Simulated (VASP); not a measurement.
Crystal: GaSb.

```
Sb Ga
1.0
    -2.73495    2.73495    1.58003
     2.73495   -2.73495    1.58003
     2.73495    2.73495   -1.58003
Sb Ga
1 1
Direct
  0.00000 0.00000 0.00000
  0.75000 0.25000 0.50000
```

Base run:

* Program: VASP 6.6.1
* Functional: PBEsol
* Potentials or basis: VASP PAW PBE potentials, release 64 (Sb, Ga_d)
* Cutoff: 520 eV
* k mesh: 10 × 10 × 10
* Occupations: fermi-dirac, width 0.05 eV
* Spin: no spin polarisation

Its results: band gap on the k mesh zero (bands 9 and 10 overlap by 4.59 eV); pressure -1.9 GPa.

**Question.** The run is repeated on the same cell with these changes: functional from PBEsol to PBE0; k mesh from 10 × 10 × 10 to 6 × 6 × 6. What comes out?

**Answer.** Band gap on the k mesh zero (bands 9 and 10 overlap by 6.16 eV); pressure -1.2 GPa.

Several settings changed at once.

Caveats: some runs use coarse meshes; the PAW data sets were made with another functional, which shifts forces and pressure a little; spin-orbit coupling is left out, which moves the levels of the heavy elements.
